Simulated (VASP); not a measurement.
A run of VASP 6.6.1 is set up as follows.

INCAR

```
SYSTEM = H2C18O
PREC     = Accurate       ! precision mode
ENCUT    = 520            ! plane-wave cutoff, eV
EDIFF    = 1E-7           ! SCF threshold, eV
ISMEAR   = 0              ! smearing method
SIGMA    = 0.05           ! smearing width, eV
LREAL    = Auto         
LASPH    = .TRUE.         ! aspherical terms in the spheres
NELM     = 80             ! most SCF steps
ALGO     = Normal         ! electronic algorithm
ISIF     = 2              ! what is computed and relaxed
LWAVE    = .FALSE.        ! write WAVECAR
LCHARG   = .FALSE.        ! write CHGCAR
GGA      = PE             ! functional
NBANDS   = 56             ! bands
```

Contents of KPOINTS:

```
regular mesh
0
G
  2 2 1
  0 0 0
```

File POSCAR:

```
H2C18O
1.0
    7.3980000000      0.0000000000      0.0000000000
   -3.6990000000      6.4068560000      0.0000000000
    0.0000000000      0.0000000000     11.0000000000
C O H
18 1 2
Direct
    0.0092712262      0.0010796247      0.0652731818
    0.2341217495      0.1135227637      0.0653233636
    0.0110618619      0.3367344295      0.0652233636
    0.2324532811      0.4474523854      0.0652376364
    0.0115709594      0.6683235896      0.0652723636
    0.2318868348      0.7784273597      0.0653398182
    0.3442562152      0.0032810165      0.0654651818
    0.5658301916      0.1140626541      0.0655408182
    0.3449056992      0.3350398386      0.0652487273
    0.5652947127      0.4452698796      0.0652696364
    0.3426519430      0.6677618476      0.0652906364
    0.5675313325      0.7801818864      0.0652938182
    0.6783258355      0.0015992243      0.0653600000
    0.8986433522      0.1118536143      0.0652590909
    0.6760938069      0.3345779896      0.0653836364
    0.9009721235      0.4469507353      0.0652509091
    0.6777442712      0.6700824866      0.0652640909
    0.8991463258      0.7807543981      0.0652875455
    0.6382276299      0.2420062196      0.3950095455
    0.5384357814      0.2701613709      0.4354587273
    0.5836833192      0.2030506070      0.3130388182
```

Potentials or basis: VASP PAW PBE potentials, release 64 (C, O, H).

Run with:

```console
$ cat potpaw_PBE.64/C/POTCAR potpaw_PBE.64/O/POTCAR potpaw_PBE.64/H/POTCAR > POTCAR
$ mpirun -np 1 vasp_std > vasp.out
```

**Question.** Estimate the largest force.

**Answer.** 0.132 eV/Å.

**Question.** Predict the band gap on the k mesh.

**Answer.** 0.21 eV, direct.

Forces in eV/Å, atoms in the order of the input:
```
C    0.007 -0.004  0.000
C   -0.011 -0.004 -0.002
C   -0.004 -0.006  0.000
C    0.005 -0.009 -0.001
C   -0.010  0.002  0.002
C    0.003 -0.003  0.000
C   -0.005 -0.009  0.000
C    0.008  0.007  0.002
C    0.000 -0.001  0.002
C    0.001  0.008 -0.001
C    0.000  0.001  0.001
C   -0.003  0.002 -0.002
C   -0.004  0.011  0.001
C   -0.006  0.004  0.002
C    0.008  0.010 -0.001
C    0.000 -0.006  0.000
C    0.009 -0.004  0.000
C    0.002  0.004 -0.001
O    0.081 -0.002  0.021
H   -0.089  0.029  0.093
H    0.010 -0.032 -0.118
```

Caveat: the k points lie up to 0.49 Å⁻¹ apart.
